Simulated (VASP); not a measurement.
# W3C in VASP: notebook

W3C is run at these levels: PBE; tasks: single point.

All numbers are computed with VASP 6.6.1; they aren't measurements. Logs are shortened: lines on timing, memory, paths and dates and some standing lists are left out, and cuts for length are marked.

### 1 The cell of the first run

The cell holds a slab with vacuum, 4 atoms: a = 2.855 Å, b = 2.855 Å, c = 20.197 Å, α = 90.00°, β = 90.00°, γ = 120.00°.

### 2 Single point, PBE

Contents of INCAR:

```
SYSTEM = W3C
  PREC = Accurate
  ENCUT = 520
  EDIFF = 1E-6
  ISMEAR = 0
  SIGMA = 0.1
  LREAL = .FALSE.
  LASPH = .TRUE.
  NELM = 80
  ALGO = Normal
  ISIF = 2
  LWAVE = .FALSE.
  LCHARG = .TRUE.
  LDIPOL = .TRUE.
  IDIPOL = 3
  DIPOL = 0.5 0.5 0.367
  GGA = PE
  LELF = .TRUE.
  LVHAR = .TRUE.
  LVACPOTAV = .TRUE.
  NBANDS = 31
```

Contents of KPOINTS:

```
regular mesh
0
G
  9 9 1
  0 0 0
```

Contents of POSCAR:

```
W3C
1.0
    2.8547213223      0.0000000000      0.0000000000
   -1.4273606611      2.4722611858      0.0000000000
    0.0000000000      0.0000000000     20.1973423164
W C
3 1
Direct
    0.6666666667      0.3333333333      0.1980458586
    0.3333333333      0.6666666667      0.3143385340
    0.0000000000      0.0000000000      0.4306181566
    0.0000000000      0.0000000000      0.5253636260
```

Potentials or basis: VASP PAW PBE potentials, release 64 (W_sv, C).

The run is started by

```bash
$ cat potpaw_PBE.64/W_sv/POTCAR potpaw_PBE.64/C/POTCAR > POTCAR
$ mpirun -np 1 vasp_std > vasp.out
```

OUTCAR:

```text
SYSTEM = W3C
   PREC = Accurate
   ENCUT = 520
   EDIFF = 1E-6
   ISMEAR = 0
   LREAL = .FALSE.
   LASPH = .TRUE.
   NELM = 80
   ISIF = 2
   GGA = PE

 ion  position               nearest neighbor table
   1  0.667  0.333  0.198-   2 2.87   2 2.87   2 2.87
   2  0.333  0.667  0.314-   3 2.87   3 2.87   3 2.87   1 2.87   1 2.87   1 2.87
   3  0.000  0.000  0.431-   4 1.91   2 2.87   2 2.87   2 2.87
   4  0.000  0.000  0.525-   3 1.91

  LATTYP: Found a hexagonal cell.
 ALAT       =     2.8547213223
 C/A-ratio  =     7.0750661925

  Lattice vectors:

 A1 = (   2.8547213223,   0.0000000000,   0.0000000000)
 A2 = (  -1.4273606611,   2.4722611858,   0.0000000000)
 A3 = (   0.0000000000,   0.0000000000,  20.1973423164)

Analysis of symmetry for initial positions (statically):
=====================================================================
 Subroutine PRICEL returns:
 Original cell was already a primitive cell.

 Routine SETGRP: Setting up the symmetry group for a
 hexagonal supercell.

 Subroutine GETGRP returns: Found  6 space group operations
 (whereof  6 operations were pure point group operations)
 out of a pool of 24 trial point group operations.

The static configuration has the point symmetry C_3v.

Analysis of symmetry for dynamics (positions and initial velocities):
=====================================================================
 Subroutine PRICEL returns:
 Original cell was already a primitive cell.

 Routine SETGRP: Setting up the symmetry group for a
 hexagonal supercell.

 Subroutine GETGRP returns: Found  6 space group operations
 (whereof  6 operations were pure point group operations)
 out of a pool of 24 trial point group operations.

The dynamic configuration has the point symmetry C_3v.

 Subroutine INISYM returns: Found  6 space group operations
 (whereof  6 operations are pure point group operations),
 and found     1 'primitive' translations

----------------------------------------------------------------------------------------

                                     Primitive cell

  volume of cell :     142.5451

  direct lattice vectors                    reciprocal lattice vectors
     2.854721322  0.000000000  0.000000000     0.350296890  0.202244004  0.000000000
    -1.427360661  2.472261186  0.000000000     0.000000000  0.404488007  0.000000000
     0.000000000  0.000000000 20.197342316     0.000000000  0.000000000  0.049511465

  length of vectors
     2.854721322  2.854721322 20.197342316     0.404488007  0.404488007  0.049511465

  position of ions in fractional coordinates (direct lattice)
     0.666666667  0.333333333  0.198045859
     0.333333333  0.666666667  0.314338534
     0.000000000  0.000000000  0.430618157
     0.000000000  0.000000000  0.525363626

  ion indices of the primitive-cell ions
   primitive index   ion index
                 1           1
                 2           2
                 3           3
                 4           4

----------------------------------------------------------------------------------------

 KPOINTS: regular mesh

Automatic generation of k-mesh.
 Grid dimensions read from file:
 generate k-points for:    9    9    1

 Generating k-lattice:

  Cartesian coordinates                     Fractional coordinates (reciprocal lattice)
     0.038921877  0.022471556  0.000000000     0.111111111 -0.000000000  0.000000000
     0.000000000  0.044943112  0.000000000     0.000000000  0.111111111  0.000000000
     0.000000000  0.000000000  0.049511465     0.000000000  0.000000000  1.000000000

  Length of vectors
     0.044943112  0.044943112  0.049511465

  Shift w.r.t. Gamma in fractional coordinates (k-lattice)
     0.000000000  0.000000000  0.000000000

 Subroutine IBZKPT returns following result:
 ===========================================

 Found     12 irreducible k-points:

 Following reciprocal coordinates:
            Coordinates               Weight
  0.000000  0.000000  0.000000      1.000000
  0.111111 -0.000000  0.000000      6.000000
  0.222222 -0.000000  0.000000      6.000000
  0.333333  0.000000  0.000000      6.000000
  0.444444 -0.000000  0.000000      6.000000
  0.111111  0.111111  0.000000      6.000000
  0.222222  0.111111  0.000000     12.000000
  0.333333  0.111111  0.000000     12.000000
  0.444444  0.111111  0.000000      6.000000
  0.222222  0.222222  0.000000      6.000000
  0.333333  0.222222  0.000000     12.000000
  0.333333  0.333333  0.000000      2.000000
   k-points           NKPTS =     12   k-points in BZ     NKDIM =     12   number of bands    NBANDS=     31
   number of dos      NEDOS =    301   number of ions     NIONS =      4
   total plane-waves  NPLWV =  86400
   dimension x,y,z NGX =    24 NGY =   24 NGZ =  150
   dimension x,y,z NGXF=    48 NGYF=   48 NGZF=  300
   ions per type =               3   1
   NGX,Y,Z   is equivalent  to a cutoff of  13.98, 13.98, 12.35 a.u.
   NGXF,Y,Z  is equivalent  to a cutoff of  27.95, 27.95, 24.69 a.u.
 SYSTEM =  W3C
   PREC   = accura    normal or accurate (medium, high low for compatibility)
   ISTART =      0    job   : 0-new  1-cont  2-samecut
   ICHARG =      2    charge: 1-file 2-atom 10-const
   ISPIN  =      1    spin polarized calculation?
   LNONCOLLINEAR =      F non collinear calculations
   LSORBIT =      F    spin-orbit coupling
   LASPH  =      T    aspherical Exc in radial PAW
   ENCUT  =  520.0 eV  38.22 Ry    6.18 a.u.   5.31  5.31 37.55*2*pi/ulx,y,z
   NELM   =     80;   NELMIN=  2; NELMDL= -5     # of ELM steps
   EDIFF  = 0.1E-05   stopping-criterion for ELM
   LREAL  =      F    real-space projection
[... 7 lines left out ...]
   TEBEG  =    0.0;   TEEND  =   0.0 temperature during run
   PSTRESS=    0.0 pullay stress
   NELECT =      46.0000    total number of electrons
   NUPDOWN=      -1.0000    fix difference up-down
   EMIN   =  10.00;   EMAX   =-10.00  energy-range for DOS
   EFERMI =   0.00;   METHOD = LEGACY
   ISMEAR =     0;   SIGMA  =   0.10  broadening in eV -4-tet -1-fermi 0-gaus
   EFERMI_NEDOS =   21; number of points for ismear=-14 and -15
   IALGO  =     38    algorithm
   IMIX   =      4    mixing-type and parameters
     AMIX     =   0.40;   BMIX     =  1.00
     AMIX_MAG =   1.60;   BMIX_MAG =  1.00
  volume/ion in A,a.u.               =      35.64       240.49
  Fermi-wavevector in a.u.,A,eV,Ry     =   1.122906  2.121984 17.155825  1.260918
  Thomas-Fermi vector in A             =   2.259569
   LORBIT       =      0    0 simple, 1 ext, 2 COOP (PROOUT), +10 PAW based schemes
   GGA     = PE    functional components
   LHFCALC =     F    Hartree Fock is set to
   AEXX    =    0.0000 exact exchange contribution
   IVDW    =     0    specifies the selected vdW correction
   LEPSILON=     F    determine dielectric tensor
   LRPA    =     F    only Hartree local field effects (RPA)
 non-spin polarized calculation
 Gauss-broadening in eV      SIGMA  =   0.10
  energy-cutoff  :      520.00
  volume of cell :      142.55
 maximum number of plane-waves:      3867
 NGX is ok and might be reduce to    24
   NGX = 11   NGY = 11   NGZ = 75

 dipolmoment           0.000000      0.000000     -0.000791 electrons x Angstroem

 number of electron      46.0000000 magnetization

 dipolmoment           0.000000      0.000000      0.080960 electrons x Angstroem

 Free energy of the ion-electron system (eV)
  ---------------------------------------------------
  ext. energy  EPLUGINS =         0.00000000
  ---------------------------------------------------
  free energy    TOTEN  =       -40.57390910 eV

  energy without entropy =      -40.54034325  energy(sigma->0) =      -40.55712618

 E-fermi :   0.3917     XC(G=0):  -6.3565

 val. band max:        0.3669452324   @ k =   0.3333   0.1111   0.0000
 cond. band min:       0.4196851012   @ k =   0.3333   0.2222   0.0000
 fundamental gap:      0.0527398687
 Fermi energy:         0.3917262713

 k-point     1 :       0.0000    0.0000    0.0000
  band No.  band energies     occupation
      1     -73.4096      2.00000
      2     -73.3515      2.00000
      3     -73.0947      2.00000
      4     -38.0296      2.00000
      5     -37.6042      2.00000
      6     -37.2212      2.00000
[... 23 lines left out ...]
     30       2.8599      0.00000
     31       4.0516      0.00000

 k-point     2 :       0.1111   -0.0000    0.0000
  band No.  band energies     occupation
      1     -73.4003      2.00000
      2     -73.3446      2.00000
      3     -73.0868      2.00000
      4     -37.9993      2.00000
      5     -37.6055      2.00000
      6     -37.2648      2.00000
[... 23 lines left out ...]
     30       2.7999      0.00000
     31       4.0743      0.00000

 k-point     3 :       0.2222   -0.0000    0.0000
  band No.  band energies     occupation
      1     -73.3763      2.00000
      2     -73.3272      2.00000
      3     -73.0665      2.00000
      4     -37.9244      2.00000
      5     -37.6710      2.00000
      6     -37.4448      2.00000
[... 23 lines left out ...]
     30       2.8142      0.00000
     31       4.0557      0.00000

 k-point     4 :       0.3333    0.0000    0.0000
  band No.  band energies     occupation
      1     -73.3484      2.00000
      2     -73.3079      2.00000
      3     -73.0434      2.00000
      4     -37.9109      2.00000
      5     -37.8553      2.00000
      6     -37.6332      2.00000
[... 23 lines left out ...]
     30       3.8829      0.00000
     31       4.3988      0.00000

 k-point     5 :       0.4444   -0.0000    0.0000
  band No.  band energies     occupation
      1     -73.3295      2.00000
      2     -73.2960      2.00000
      3     -73.0282      2.00000
      4     -38.0704      2.00000
      5     -37.9335      2.00000
      6     -37.7938      2.00000
[... 23 lines left out ...]
     30       5.2749      0.00000
     31       5.4934      0.00000

 k-point     6 :       0.1111    0.1111    0.0000
  band No.  band energies     occupation
      1     -73.3836      2.00000
      2     -73.3324      2.00000
      3     -73.0726      2.00000
      4     -37.9459      2.00000
      5     -37.6341      2.00000
      6     -37.3840      2.00000
[... 23 lines left out ...]
     30       2.8686      0.00000
     31       3.8157      0.00000

 k-point     7 :       0.2222    0.1111    0.0000
  band No.  band energies     occupation
      1     -73.3576      2.00000
      2     -73.3141      2.00000
      3     -73.0509      2.00000
      4     -37.8771      2.00000
      5     -37.7787      2.00000
      6     -37.5539      2.00000
[... 23 lines left out ...]
     30       3.7317      0.00000
     31       3.9778      0.00000

 k-point     8 :       0.3333    0.1111    0.0000
  band No.  band energies     occupation
      1     -73.3340      2.00000
      2     -73.2987      2.00000
      3     -73.0318      2.00000
      4     -37.9831      2.00000
      5     -37.8741      2.00000
      6     -37.7115      2.00000
[... 23 lines left out ...]
     30       4.9209      0.00000
     31       5.4439      0.00000

 k-point     9 :       0.4444    0.1111    0.0000
  band No.  band energies     occupation
      1     -73.3243      2.00000
      2     -73.2929      2.00000
      3     -73.0242      2.00000
      4     -38.0617      2.00000
      5     -37.9202      2.00000
      6     -37.7869      2.00000
[... 23 lines left out ...]
     30       5.0815      0.00000
     31       6.2774      0.00000

 k-point    10 :       0.2222    0.2222    0.0000
  band No.  band energies     occupation
      1     -73.3358      2.00000
      2     -73.2997      2.00000
      3     -73.0332      2.00000
      4     -37.9080      2.00000
      5     -37.8291      2.00000
      6     -37.6621      2.00000
[... 23 lines left out ...]
     30       4.9507      0.00000
     31       5.7556      0.00000

 k-point    11 :       0.3333    0.2222    0.0000
  band No.  band energies     occupation
      1     -73.3210      2.00000
      2     -73.2908      2.00000
      3     -73.0216      2.00000
      4     -37.9646      2.00000
      5     -37.8407      2.00000
      6     -37.7096      2.00000
[... 23 lines left out ...]
     30       4.8934      0.00000
     31       6.8773      0.00000

 k-point    12 :       0.3333    0.3333    0.0000
  band No.  band energies     occupation
      1     -73.3157      2.00000
      2     -73.2879      2.00000
      3     -73.0175      2.00000
      4     -37.8571      2.00000
      5     -37.8317      2.00000
      6     -37.7761      2.00000
[... 23 lines left out ...]
     30       4.5698      0.00000
     31       6.3876      0.00000

------------------------ aborting loop because EDIFF is reached ----------------------------------------

  FORCE on cell =-STRESS in cart. coord.  units (eV):
  Direction    XX          YY          ZZ          XY          YZ          ZX
  --------------------------------------------------------------------------------------
  -------------------------------------------------------------------------------------
  Total       -3.9508869     -3.9508869     -0.1187924     -0.0000000      0.0000000      0.0000000
  in kB      -44.4071478    -44.4071478     -1.3352024     -0.0000000      0.0000000      0.0000000
  external PRESSURE =     -30.0498327 kB  Pullay stress =       0.0000000 kB

 VOLUME and BASIS-vectors are now :
 -----------------------------------------------------------------------------
  energy-cutoff  :      520.00
  volume of cell :      142.55
      direct lattice vectors                 reciprocal lattice vectors
     2.854721322  0.000000000  0.000000000     0.350296890  0.202244004  0.000000000
    -1.427360661  2.472261186  0.000000000     0.000000000  0.404488007  0.000000000
     0.000000000  0.000000000 20.197342316     0.000000000  0.000000000  0.049511465

 POSITION                                       TOTAL-FORCE (eV/Angst)
 -----------------------------------------------------------------------------------
      1.42736      0.82409      4.00000         0.000000      0.000000     -0.023886
     -0.00000      1.64817      6.34880        -0.000000     -0.000000      0.154141
      0.00000      0.00000      8.69734         0.000000      0.000000     -0.215989
      0.00000      0.00000     10.61095        -0.000000      0.000000      0.085734
 -----------------------------------------------------------------------------------
    total drift:                                0.000000      0.000000      0.000442

  FREE ENERGIE OF THE ION-ELECTRON SYSTEM (eV)
  ---------------------------------------------------
  free  energy   TOTEN  =       -40.5739090986 eV

  energy  without entropy=      -40.5403432536  energy(sigma->0) =      -40.55712618

 vacuum level on the upper side and lower side of the slab         7.423         5.347
```

It took 4.3 min on 1 thread of Intel Xeon 8259CL, shared host; peak memory 0.29 GiB.

Results:

```yaml
Free_energy: -40.5739 eV
Largest_force: 0.216 eV/Å
Band_gap_on_the_k_mesh: zero (bands 23 and 24 overlap by 0.92 eV)
```

Forces in eV/Å, atoms in the order of the input:
```
W    0.000  0.000 -0.024
W    0.000  0.000  0.154
W    0.000  0.000 -0.216
C    0.000  0.000  0.086
```

Levels at points of the mesh, in eV from the Fermi level:
| k point | band 20 | band 21 | band 22 | band 23 | band 24 | band 25 | band 26 | band 27 |
| --- | --- | --- | --- | --- | --- | --- | --- | --- |
| (0.00, 0.00, 0.00) | -0.60 | -0.56 | -0.24 | -0.24 | 0.04 | 0.04 | 0.49 | 1.37 |

Caveat: spin-orbit coupling is left out, which moves the levels of the heavy elements.

(Continued in part 2 of 2.)

The gap in the log of VASP goes by the Fermi energy; the results here count the filled bands.